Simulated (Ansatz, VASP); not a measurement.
## One calculation of KI, two programs

File POSCAR:

```
KI
1.0
    0.0000000000      3.5444850600      3.5444850600
    3.5444850600      0.0000000000      3.5444850600
    3.5444850600      3.5444850600      0.0000000000
K I
1 1
Direct
    0.0000000000      0.0000000000      0.0000000000
    0.5000000000      0.5000000000      0.5000000000
```

INCAR.step1

```
PREC = Accurate
ENCUT = 440
EDIFF = 1E-5
ISMEAR = 0
SIGMA = 0.01
LREAL = False
LASPH = True
NELM = 120
ALGO = Normal
ISIF = 2
LWAVE = True
LCHARG = False
GGA = PE
NBANDS = 15
GGA_COMPAT = False
```

The input INCAR.step2:

```
PREC = Accurate
ENCUT = 440
EDIFF = 1E-6
ISMEAR = 0
SIGMA = 0.01
LREAL = False
LASPH = True
NELM = 120
ALGO = Normal
ISIF = 2
LWAVE = False
LCHARG = False
METAGGA = R2SCAN
LHFCALC = True
AEXX = 0.25
LMIXTAU = True
PRECFOCK = Normal
ISTART = 1
NBANDS = 15
GGA_COMPAT = False
```

KPOINTS

```
Automatic mesh
0
Gamma
  4 4 4
```

Input for Ansatz:

```yaml
crystal:
  lattice:
    - [0.0, 3.54448506, 3.54448506]
    - [3.54448506, 0.0, 3.54448506]
    - [3.54448506, 3.54448506, 0.0]
  atoms:
    - { symbol: K, position: [0.0, 0.0, 0.0] }
    - { symbol: I, position: [0.5, 0.5, 0.5] }
kpoints:
  mp_grid: { grid: [4, 4, 4] }
  band_path:
    path:
      - [0.0, 0.0, 0.0]
      - [0.5, 0.0, 0.5]
      - [0.625, 0.25, 0.625]
      - [0.375, 0.375, 0.75]
      - [0.5, 0.5, 0.5]
      - [0.5, 0.25, 0.75]
    npoints: 1
hamiltonian:
  xc: r2scan0
scf:
  occupations: { method: fixed }
  n_extra_bands: 4
output:
  forces: true
  stress: true
  eigenvalues: true
```

Alike in both runs: task single point; functional r2SCAN0; k mesh 4 × 4 × 4; no spin polarisation.

|  | VASP | Ansatz |
| --- | --- | --- |
| version | VASP 6.6.1 | Ansatz 0.2.0 |
| potentials or method | VASP PAW PBE potentials, release 64 (K_sv, I) | plane waves, PAW |
| plane-wave cutoff (eV) | 440 | 500 |
| occupations | gaussian, width 0.01 eV | fixed |
| valence electrons in the cell | 16 | 26 |

VASP gave:

* gap on the k mesh at the Fermi level (eV): 5.97
* pressure (GPa): -0.1

Problem. Estimate Ansatz's values.

Solution. gap on the k mesh at the Fermi level (eV): 5.96; pressure (GPa): -0.1.

VASP's potentials were made for PBE, not for r2SCAN0. VASP's potentials hold 16 valence electrons a cell and Ansatz's 26, so a difference there can come from the potentials and not from the codes. Ansatz's warnings: stress exchange threshold loose, stress scf threshold loose.

Neither program's run includes spin-orbit coupling.
